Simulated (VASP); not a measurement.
Runs of VASP 6.6.1 on Fe. The structure is that of space group Fm-3m (No. 225), or close to it. The cells are those of the table. 

| cell | k mesh | gap on the mesh (eV) | pressure (GPa) |
| --- | --- | --- | --- |
| a = 2.440 Å, angles 60.0°, 1 atom | 27 × 27 × 27 | none | -0.7 |
| a = 2.456 Å, angles 60.0°, 1 atom | 18 × 18 × 18 | none | -6.0 |
| a = 2.487 Å, angles 60.0°, 1 atom | 18 × 18 × 18 | none | -15.0 |
| a = 2.407 Å, angles 60.0°, 1 atom | 18 × 18 × 18 | none | 11.9 |
| a = 2.407 Å, angles 60.0°, 1 atom | 27 × 27 × 27 | none | 11.9 |
| a = 2.472 Å, angles 60.0°, 1 atom | 54 × 54 × 54 | none | (a) |
| a = 2.440 Å, angles 60.0°, 1 atom | 54 × 54 × 54 | none | -0.7 |
| a = 2.390 Å, angles 60.0°, 1 atom | 27 × 27 × 27 | none | 19.3 |
| a = 2.390 Å, angles 60.0°, 1 atom | 18 × 18 × 18 | none | 19.3 |
| a = 2.423 Å, angles 60.0°, 1 atom | 27 × 27 × 27 | none | 5.2 |
| a = 2.423 Å, angles 60.0°, 1 atom | 18 × 18 × 18 | none | 5.2 |
| a = 2.456 Å, angles 60.0°, 1 atom | 54 × 54 × 54 | none | -6.0 |

Alike in all rows: task single point; level PBE; potentials or basis VASP PAW PBE potentials, release 64 (Fe); no spin polarisation; cutoff (eV) 520; smearing fermi-dirac 0.0612256 eV.

Task: Estimate the missing entries.

Result: (a) -10.8.

Caveats: the run has no spin polarisation, though such a crystal can be magnetic.

A gap of «none» marks levels without a gap at the run's occupations.
